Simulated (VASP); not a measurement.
# TiCo3 (Pm-3m) in VASP: further runs

The runs below take TiCo3 through single point, with PBEsol.

All numbers are computed with VASP 6.6.1; they aren't measurements. Logs are shortened: lines on timing, memory, paths and dates and some standing lists are left out, and cuts for length are marked.

### 1 The cell of the first run

It takes space group Pm-3m (No. 221, cubic). Conventional cell: a = 3.342 Å, b = 3.342 Å, c = 3.342 Å, α = 90.00°, β = 90.00°, γ = 90.00°. Ti (site symmetry m-3m) has 12 Co at 2.36 Å within 3.1 Å. Within 3.1 Å of Co (site symmetry 4/mmm) lie 4 Ti at 2.36 Å and 8 Co at 2.36 Å.

### 2 Single point, PBEsol, collinear spin, ferromagnetic start (volume scaled by 0.82)

The input, INCAR:

```
SYSTEM = TiCo3
PREC = Accurate ; ENCUT = 520
EDIFF = 1E-7 ; ISMEAR = -1
SIGMA = 0.05 ; LREAL = .False.
LASPH = .True. ; NELM = 150
ALGO = Normal ; ISIF = 2
LWAVE = .False. ; LCHARG = .False.
ISPIN = 2 ; MAGMOM = 0 2 2 2
LORBIT = 11 ; LMAXMIX = 4
GGA = PS ; NBANDS = 32
```

The input, KPOINTS:

```
Automatic mesh
0
Gamma
  10 10 10
  0 0 0
```

The input, POSCAR:

```
TiCo3
1.0
    3.3424208696      0.0000000000      0.0000000000
    0.0000000000      3.3424208696      0.0000000000
    0.0000000000      0.0000000000      3.3424208696
Ti Co
1 3
Direct
    0.0000000000      0.0000000000      0.0000000000
    0.0000000000      0.5000000000      0.5000000000
    0.5000000000      0.0000000000      0.5000000000
    0.5000000000      0.5000000000      0.0000000000
```

Potentials or basis: VASP PAW PBE potentials, release 64 (Ti_sv, Co).

The run is started by

```bash
> cat potpaw_PBE.64/Ti_sv/POTCAR potpaw_PBE.64/Co/POTCAR > POTCAR
> mpirun -np 1 vasp_std > vasp.out
```

OUTCAR:

```text
SYSTEM = TiCo3
   PREC = Accurate
   ENCUT = 520
   EDIFF = 1E-7
   ISMEAR = -1
   LREAL = .False.
   LASPH = .True.
   NELM = 150
   ISIF = 2
   ISPIN = 2
   LORBIT = 11
   GGA = PS

 ion  position               nearest neighbor table
   1  0.000  0.000  0.000-   2 2.36   3 2.36   4 2.36   2 2.36   3 2.36   2 2.36   4 2.36   2 2.36
                             3 2.36   4 2.36   3 2.36   4 2.36
   2  0.000  0.500  0.500-   1 2.36   3 2.36   4 2.36   1 2.36   4 2.36   1 2.36   3 2.36   1 2.36
                             3 2.36   4 2.36   4 2.36   3 2.36
   3  0.500  0.000  0.500-   1 2.36   2 2.36   4 2.36   1 2.36   4 2.36   2 2.36   4 2.36   4 2.36
                             1 2.36   2 2.36   1 2.36   2 2.36
   4  0.500  0.500  0.000-   1 2.36   2 2.36   3 2.36   2 2.36   3 2.36   1 2.36   3 2.36   3 2.36
                             1 2.36   2 2.36   2 2.36   1 2.36

  LATTYP: Found a simple cubic cell.
 ALAT       =     3.3424208696

  Lattice vectors:

 A1 = (   3.3424208696,   0.0000000000,   0.0000000000)
 A2 = (   0.0000000000,   3.3424208696,   0.0000000000)
 A3 = (   0.0000000000,   0.0000000000,   3.3424208696)

Analysis of symmetry for initial positions (statically):
=====================================================================
 Subroutine PRICEL returns:
 Original cell was already a primitive cell.

 Routine SETGRP: Setting up the symmetry group for a
 simple cubic supercell.

 Subroutine GETGRP returns: Found 48 space group operations
 (whereof 48 operations were pure point group operations)
 out of a pool of 48 trial point group operations.

The static configuration has the point symmetry O_h .

Analysis of symmetry for dynamics (positions and initial velocities):
=====================================================================
 Subroutine PRICEL returns:
 Original cell was already a primitive cell.

 Routine SETGRP: Setting up the symmetry group for a
 simple cubic supercell.

 Subroutine GETGRP returns: Found 48 space group operations
 (whereof 48 operations were pure point group operations)
 out of a pool of 48 trial point group operations.

The dynamic configuration has the point symmetry O_h .

Analysis of structural, dynamic, and magnetic symmetry:
=====================================================================
 Subroutine PRICEL returns:
 Original cell was already a primitive cell.

 Routine SETGRP: Setting up the symmetry group for a
 simple cubic supercell.

 Subroutine GETGRP returns: Found 48 space group operations
 (whereof 48 operations were pure point group operations)
 out of a pool of 48 trial point group operations.

The overall configuration has the point symmetry O_h .

 Subroutine INISYM returns: Found 48 space group operations
 (whereof 48 operations are pure point group operations),
 and found     1 'primitive' translations

----------------------------------------------------------------------------------------

                                     Primitive cell

  volume of cell :      37.3408

  direct lattice vectors                    reciprocal lattice vectors
     3.342420870  0.000000000  0.000000000     0.299184345  0.000000000  0.000000000
     0.000000000  3.342420870  0.000000000     0.000000000  0.299184345  0.000000000
     0.000000000  0.000000000  3.342420870     0.000000000  0.000000000  0.299184345

  length of vectors
     3.342420870  3.342420870  3.342420870     0.299184345  0.299184345  0.299184345

  position of ions in fractional coordinates (direct lattice)
     0.000000000  0.000000000  0.000000000
     0.000000000  0.500000000  0.500000000
     0.500000000  0.000000000  0.500000000
     0.500000000  0.500000000  0.000000000

  ion indices of the primitive-cell ions
   primitive index   ion index
                 1           1
                 2           2
                 3           3
                 4           4

----------------------------------------------------------------------------------------

 KPOINTS: Automatic mesh

Automatic generation of k-mesh.
 Grid dimensions read from file:
 generate k-points for:   10   10   10

 Generating k-lattice:

  Cartesian coordinates                     Fractional coordinates (reciprocal lattice)
     0.029918435  0.000000000  0.000000000     0.100000000  0.000000000  0.000000000
     0.000000000  0.029918435  0.000000000     0.000000000  0.100000000  0.000000000
     0.000000000  0.000000000  0.029918435     0.000000000  0.000000000  0.100000000

  Length of vectors
     0.029918435  0.029918435  0.029918435

  Shift w.r.t. Gamma in fractional coordinates (k-lattice)
     0.000000000  0.000000000  0.000000000

 Subroutine IBZKPT returns following result:
 ===========================================

 Found     56 irreducible k-points:

 Following reciprocal coordinates:
            Coordinates               Weight
  0.000000  0.000000  0.000000      1.000000
  0.100000  0.000000  0.000000      6.000000
  0.200000  0.000000  0.000000      6.000000
  0.300000  0.000000  0.000000      6.000000
  0.400000  0.000000  0.000000      6.000000
  0.500000  0.000000  0.000000      3.000000
[... 16 lines left out ...]
  0.200000  0.100000  0.100000     24.000000
  0.300000  0.100000  0.100000     24.000000
 [... further k-points ...]
   k-points           NKPTS =     56   k-points in BZ     NKDIM =     56   number of bands    NBANDS=     32
   number of dos      NEDOS =    301   number of ions     NIONS =      4
   total plane-waves  NPLWV =  21952
   dimension x,y,z NGX =    28 NGY =   28 NGZ =   28
   dimension x,y,z NGXF=    56 NGYF=   56 NGZF=   56
   ions per type =               1   3
   NGX,Y,Z   is equivalent  to a cutoff of  13.93, 13.93, 13.93 a.u.
   NGXF,Y,Z  is equivalent  to a cutoff of  27.85, 27.85, 27.85 a.u.
 SYSTEM =  TiCo3
   PREC   = accura    normal or accurate (medium, high low for compatibility)
   ISTART =      0    job   : 0-new  1-cont  2-samecut
   ICHARG =      2    charge: 1-file 2-atom 10-const
   ISPIN  =      2    spin polarized calculation?
   LNONCOLLINEAR =      F non collinear calculations
   LSORBIT =      F    spin-orbit coupling
   LASPH  =      T    aspherical Exc in radial PAW
   ENCUT  =  520.0 eV  38.22 Ry    6.18 a.u.   6.21  6.21  6.21*2*pi/ulx,y,z
   NELM   =    150;   NELMIN=  2; NELMDL= -5     # of ELM steps
   EDIFF  = 0.1E-06   stopping-criterion for ELM
   LREAL  =      F    real-space projection
   EDIFFG = 0.1E-05   stopping-criterion for IOM
   NSW    =      0    number of steps for IOM
   IBRION =     -1    ionic relax: 0-MD 1-quasi-New 2-CG
   NFREE  =      0    steps in history (QN), initial steepest desc. (CG)
   ISIF   =      2    stress and relaxation
   ISYM   =      2    0-nonsym 1-usesym 2-fastsym
   POTIM  = 0.5000    time-step for ionic-motion
   TEBEG  =    0.0;   TEEND  =   0.0 temperature during run
   PSTRESS=    0.0 pullay stress
   NELECT =      39.0000    total number of electrons
   NUPDOWN=      -1.0000    fix difference up-down
   EMIN   =  10.00;   EMAX   =-10.00  energy-range for DOS
   EFERMI =   0.00;   METHOD = LEGACY
   ISMEAR =    -1;   SIGMA  =   0.05  broadening in eV -4-tet -1-fermi 0-gaus
   EFERMI_NEDOS =   21; number of points for ismear=-14 and -15
   IALGO  =     38    algorithm
   IMIX   =      4    mixing-type and parameters
     AMIX     =   0.40;   BMIX     =  1.00
     AMIX_MAG =   1.60;   BMIX_MAG =  1.00
  volume/ion in A,a.u.               =       9.34        63.00
  Fermi-wavevector in a.u.,A,eV,Ry     =   1.660996  3.138827 37.537215  2.758907
  Thomas-Fermi vector in A             =   2.748136
   LORBIT       =     11    0 simple, 1 ext, 2 COOP (PROOUT), +10 PAW based schemes
   GGA     = PS    functional components
   LHFCALC =     F    Hartree Fock is set to
   AEXX    =    0.0000 exact exchange contribution
   IVDW    =     0    specifies the selected vdW correction
   LEPSILON=     F    determine dielectric tensor
   LRPA    =     F    only Hartree local field effects (RPA)
 spin polarized calculation
  energy-cutoff  :      520.00
  volume of cell :       37.34
 maximum number of plane-waves:      1024
 NGX is ok and might be reduce to    28
   NGX = 13   NGY = 13   NGZ = 13

 number of electron      38.9999996 magnetization       0.0004463

 Free energy of the ion-electron system (eV)
  ---------------------------------------------------
  ext. energy  EPLUGINS =         0.00000000
  ---------------------------------------------------
  free energy    TOTEN  =       -31.80423298 eV

  energy without entropy =      -31.77212023  energy(sigma->0) =      -31.78817661

 E-fermi :  13.2051     XC(G=0): -14.6454

 val. band max:       13.1916902192   @ k =   0.2000   0.0000   0.0000
 cond. band min:      13.2118478058   @ k =   0.5000   0.1000   0.0000
 fundamental gap:      0.0201575866
 Fermi energy:        13.2051105765

 spin component 1

 k-point     1 :       0.0000    0.0000    0.0000
  band No.  band energies     occupation
      1     -42.5334      1.00000
      2     -18.9488      1.00000
      3     -18.9488      1.00000
      4     -18.9488      1.00000
      5       4.2532      1.00000
      6       7.6044      1.00000
[... 23 lines left out ...]
     30      27.5717      0.00000
     31      27.5717      0.00000

 k-point     2 :       0.1000    0.0000    0.0000
  band No.  band energies     occupation
      1     -42.5320      1.00000
      2     -18.9641      1.00000
      3     -18.9500      1.00000
      4     -18.9500      1.00000
      5       4.4148      1.00000
      6       7.6961      1.00000
[... 23 lines left out ...]
     30      27.4897      0.00000
     31      28.0375      0.00000

 k-point     3 :       0.2000    0.0000    0.0000
  band No.  band energies     occupation
      1     -42.5283      1.00000
      2     -19.0040      1.00000
      3     -18.9531      1.00000
      4     -18.9531      1.00000
      5       4.8846      1.00000
      6       7.9219      1.00000
[... 703 lines left out ...]
     30      27.2785      0.00000
     31      28.0047      0.00000

 k-point    24 :       0.3000    0.1000    0.1000
  band No.  band energies     occupation
      1     -42.5219      1.00000
      2     -19.0505      1.00000
      3     -18.9728      1.00000
      4     -18.9662      1.00000
      5       5.8851      1.00000
      6       8.3374      1.00000
[... 23 lines left out ...]
     30      26.1504      0.00000
     31      27.9829      0.00000

 [... further k-points ...]

 spin component 2

 k-point     1 :       0.0000    0.0000    0.0000
  band No.  band energies     occupation
      1     -42.5335      1.00000
      2     -18.9489      1.00000
      3     -18.9489      1.00000
      4     -18.9489      1.00000
      5       4.2532      1.00000
      6       7.6044      1.00000
[... 23 lines left out ...]
     30      27.5717      0.00000
     31      27.5717      0.00000

 k-point     2 :       0.1000    0.0000    0.0000
  band No.  band energies     occupation
      1     -42.5321      1.00000
      2     -18.9642      1.00000
      3     -18.9501      1.00000
      4     -18.9501      1.00000
      5       4.4148      1.00000
      6       7.6961      1.00000
[... 23 lines left out ...]
     30      27.4897      0.00000
     31      28.0375      0.00000

 k-point     3 :       0.2000    0.0000    0.0000
  band No.  band energies     occupation
      1     -42.5284      1.00000
      2     -19.0041      1.00000
      3     -18.9532      1.00000
      4     -18.9532      1.00000
      5       4.8846      1.00000
      6       7.9220      1.00000
[... 703 lines left out ...]
     30      27.2785      0.00000
     31      28.0047      0.00000

 k-point    24 :       0.3000    0.1000    0.1000
  band No.  band energies     occupation
      1     -42.5220      1.00000
      2     -19.0506      1.00000
      3     -18.9729      1.00000
      4     -18.9663      1.00000
      5       5.8851      1.00000
      6       8.3375      1.00000
[... 23 lines left out ...]
     30      26.1504      0.00000
     31      27.9829      0.00000

 [... further k-points ...]

 [bands above 31 left out]

------------------------ aborting loop because EDIFF is reached ----------------------------------------

  FORCE on cell =-STRESS in cart. coord.  units (eV):
  Direction    XX          YY          ZZ          XY          YZ          ZX
  --------------------------------------------------------------------------------------
  -------------------------------------------------------------------------------------
  Total       12.5334105     12.5334105     12.5334105     -0.0000000      0.0000000     -0.0000000
  in kB      537.7698415    537.7698415    537.7698415     -0.0000000      0.0000000     -0.0000000
  external PRESSURE =     537.7698415 kB  Pullay stress =       0.0000000 kB

 VOLUME and BASIS-vectors are now :
 -----------------------------------------------------------------------------
  energy-cutoff  :      520.00
  volume of cell :       37.34
      direct lattice vectors                 reciprocal lattice vectors
     3.342420870  0.000000000  0.000000000     0.299184345  0.000000000  0.000000000
     0.000000000  3.342420870  0.000000000     0.000000000  0.299184345  0.000000000
     0.000000000  0.000000000  3.342420870     0.000000000  0.000000000  0.299184345

 POSITION                                       TOTAL-FORCE (eV/Angst)
 -----------------------------------------------------------------------------------
      0.00000      0.00000      0.00000         0.000000      0.000000      0.000000
      0.00000      1.67121      1.67121         0.000000      0.000000      0.000000
      1.67121      0.00000      1.67121         0.000000      0.000000      0.000000
      1.67121      1.67121      0.00000         0.000000      0.000000      0.000000
 -----------------------------------------------------------------------------------
    total drift:                                0.000000      0.000000      0.000000

  FREE ENERGIE OF THE ION-ELECTRON SYSTEM (eV)
  ---------------------------------------------------
  free  energy   TOTEN  =       -31.8042329815 eV

  energy  without entropy=      -31.7721202315  energy(sigma->0) =      -31.78817661

 total charge

# of ion       s       p       d       tot
------------------------------------------
    1        2.332   6.289   2.237  10.858
    2        0.610   0.703   7.503   8.815
    3        0.610   0.703   7.503   8.815
    4        0.610   0.703   7.503   8.815
--------------------------------------------------
tot          4.162   8.397  24.745  37.304

 magnetization (x)

# of ion       s       p       d       tot
------------------------------------------
    1       -0.000  -0.000  -0.000  -0.000
    2       -0.000  -0.000   0.000   0.000
    3       -0.000  -0.000   0.000   0.000
    4       -0.000  -0.000   0.000   0.000
--------------------------------------------------
tot         -0.000  -0.000   0.000   0.000
```

Wall time 78 s (1 thread of Intel Xeon 6975P-C (Granite Rapids), shared host); peak memory 0.24 GiB.

What came out:

```
Free energy                                           : -31.8042 eV
Pressure                                              : 53.8 GPa
Net moment                                            : 0.00 μB per cell
Valence electrons inside the program's atomic spheres : Ti 10.86; Co 8.81
```

Caveat: the starting moments collapsed, and a magnetic state may lie lower; the PAW data sets were made with another functional, which shifts forces and pressure a little.

### 3 Single point, PBEsol, collinear spin, ferromagnetic start (volume scaled by 0.82)

The input, INCAR:

```
  PREC = Accurate
  ENCUT = 520
  EDIFF = 1E-6
  ISMEAR = -1
  SIGMA = 0.05
  LREAL = False
  LASPH = True
  NELM = 150
  ALGO = Normal
  ISIF = 2
  LWAVE = False
  LCHARG = True
  ISPIN = 2
  MAGMOM = 0 2 2 2
  LORBIT = 11
  LMAXMIX = 4
  GGA = PS
  LELF = True
  LVHAR = True
  NBANDS = 32
```

The input, KPOINTS:

```
Automatic mesh
0
Gamma
  10 10 10
```

POSCAR is that of step 2.

Potentials or basis: VASP PAW PBE potentials, release 64 (Ti_sv, Co).

The run is started by

```bash
> cat potpaw_PBE.64/Ti_sv/POTCAR potpaw_PBE.64/Co/POTCAR > POTCAR
> mpirun -np 1 vasp_std > vasp.out
```

It took 78 s on 1 thread of Intel Xeon 6975P-C (Granite Rapids), shared host; peak memory 0.24 GiB.

It converged, with:

```yaml
Free_energy: -31.8042 eV
Pressure: 53.8 GPa
Net_moment: 0.00 μB per cell
Valence_electrons_inside_the_program's_atomic_spheres: Ti 10.86; Co 8.81
```

Levels at points of the mesh, in eV from the Fermi level:
Spin up:
```csv
k point,band 16,band 17,band 18,band 19,band 20,band 21,band 22,band 23,band 24,band 25
"(0.00, 0.00, 0.00)",-0.06,0.63,0.97,0.97,0.97,3.24,3.24,4.10,4.10,4.10
"(0.50, 0.00, 0.00)",-0.93,-0.73,-0.73,-0.65,0.16,0.97,1.45,1.45,2.42,3.03
"(0.50, 0.50, 0.00)",-1.72,-1.18,-1.04,-1.04,-0.50,-0.45,2.09,2.09,2.74,2.97
"(0.50, 0.50, 0.50)",-1.27,-0.22,0.68,0.68,0.68,1.30,1.30,1.30,2.84,2.84
```
Spin down:
```
           k point  band 17  band 18  band 19  band 20  band 21  band 22  band 23  band 24
(0.00, 0.00, 0.00)     0.63     0.97     0.97     0.97     3.24     3.24     4.10     4.10
(0.50, 0.00, 0.00)    -0.73    -0.73    -0.65     0.16     0.97     1.45     1.45     2.42
(0.50, 0.50, 0.00)    -1.18    -1.04    -1.04    -0.50    -0.45     2.09     2.09     2.74
(0.50, 0.50, 0.50)    -0.22     0.68     0.68     0.68     1.30     1.30     1.30     2.84
```

Caveat: the starting moments collapsed, and a magnetic state may lie lower; the PAW data sets were made with another functional, which shifts forces and pressure a little.

(Continued in part 2 of 2.)
